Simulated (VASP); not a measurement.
Wanted: the native input for a VASP 6.6.1 run.

```
Task                   : single point
Functional             : r2SCAN
Potentials or basis    : VASP PAW PBE potentials, release 64 (La, Nb_sv)
Cutoff                 : 520 eV
k mesh                 : 5 × 5 × 5
Occupations            : fermi-dirac, width 0.1 eV
Spin                   : collinear spin, zero start
Starting moments       : [0.0, 0.0, 0.0, 0.0] μB
Dipole correction      : no
Further INCAR settings : ALGO = Normal; EDIFF = 1e-06; NBANDS = 36
```

Crystal: LaNb.

```xyz
4
Lattice="0.0000 3.7962 0.0000 3.7962 0.0000 0.0000 1.8981 1.8981 -6.4229" Properties=species:S:1:pos:R:3 pbc="T T T"
La    1.8981    1.8981   -1.0790
La    3.7962    1.8981   -4.2905
Nb    0.0000    0.0000    0.0000
Nb    1.8981    3.7962   -3.2114
```

These files were run (other wordings do the same):

POSCAR

```
LaNb
1.0
    0.0000000000      3.7962179300      0.0000000000
    3.7962179300      0.0000000000      0.0000000000
    1.8981094700      1.8981094700     -6.4228977300
La Nb
2 2
Direct
    0.4160000000      0.4160000000      0.1680000000
    0.1660000000      0.6660000000      0.6680000000
    0.0000000000      0.0000000000      0.0000000000
    0.7500000000      0.2500000000      0.5000000000
```

INCAR.step1

```
SYSTEM = LaNb
PREC     = Accurate       ! precision mode
ENCUT    = 520            ! plane-wave cutoff, eV
ISMEAR   = -1             ! smearing method
SIGMA    = 0.1            ! smearing width, eV
LREAL    = .FALSE.        ! projectors in reciprocal space
LASPH    = .TRUE.         ! aspherical terms in the spheres
NELM     = 150            ! most SCF steps
ISPIN    = 2              ! spin polarisation
MAGMOM   = 0 0 0 0        ! initial moments
LMAXMIX  = 6              ! l up to which the mixer works
NBANDS   = 36             ! bands
GGA      = PE             ! functional
ALGO     = Normal         ! electronic algorithm
EDIFF    = 1E-4           ! SCF threshold, eV
LWAVE    = .TRUE.         ! write WAVECAR
LCHARG   = .FALSE.        ! write CHGCAR
```

INCAR.step2

```
SYSTEM = LaNb
PREC     = Accurate       ! precision mode
ENCUT    = 520            ! plane-wave cutoff, eV
EDIFF    = 1E-6           ! SCF threshold, eV
ISMEAR   = -1             ! smearing method
SIGMA    = 0.1            ! smearing width, eV
LREAL    = .FALSE.        ! projectors in reciprocal space
LASPH    = .TRUE.         ! aspherical terms in the spheres
NELM     = 150            ! most SCF steps
ALGO     = Normal         ! electronic algorithm
ISIF     = 2              ! what is computed and relaxed
LWAVE    = .FALSE.        ! write WAVECAR
LCHARG   = .TRUE.         ! write CHGCAR
ISPIN    = 2              ! spin polarisation
MAGMOM   = 0 0 0 0        ! initial moments
LORBIT   = 11             ! projections on sites
LMAXMIX  = 6              ! l up to which the mixer works
METAGGA  = R2SCAN         ! meta-GGA
LMIXTAU  = .TRUE.       
LELF     = .TRUE.         ! ELF
LVHAR    = .TRUE.       
NBANDS   = 36             ! bands
ISTART   = 1
```

KPOINTS

```
regular mesh
0
G
  5 5 5
  0 0 0
```

Potentials or basis: VASP PAW PBE potentials, release 64 (La, Nb_sv).

The run is started by

```console
$ cat potpaw_PBE.64/La/POTCAR potpaw_PBE.64/Nb_sv/POTCAR > POTCAR
$ cp INCAR.step1 INCAR
$ mpirun -np 1 vasp_std > vasp.out
$ cp INCAR.step2 INCAR
$ mpirun -np 1 vasp_std > vasp.out
```

Results of the run:

```yaml
Pressure: 8.6 GPa
Largest_force: 0.090 eV/Å
Band_gap_on_the_k_mesh: zero (filled and empty bands overlap)
Net_moment: 0.00 μB per cell
Valence_electrons_inside_the_program's_atomic_spheres: La 9.11; Nb 10.88
```

Caveat: the stress differs along the axes, from 2 to 12 GPa; the PAW data sets were made with another functional, which shifts forces and pressure a little; spin-orbit coupling is left out, which moves the levels of the heavy elements.

Wall time 5.5 min on 1 thread of AMD EPYC 9R45 96-Core Processor (Zen 5), with other jobs on the host, peak memory 0.28 GiB.
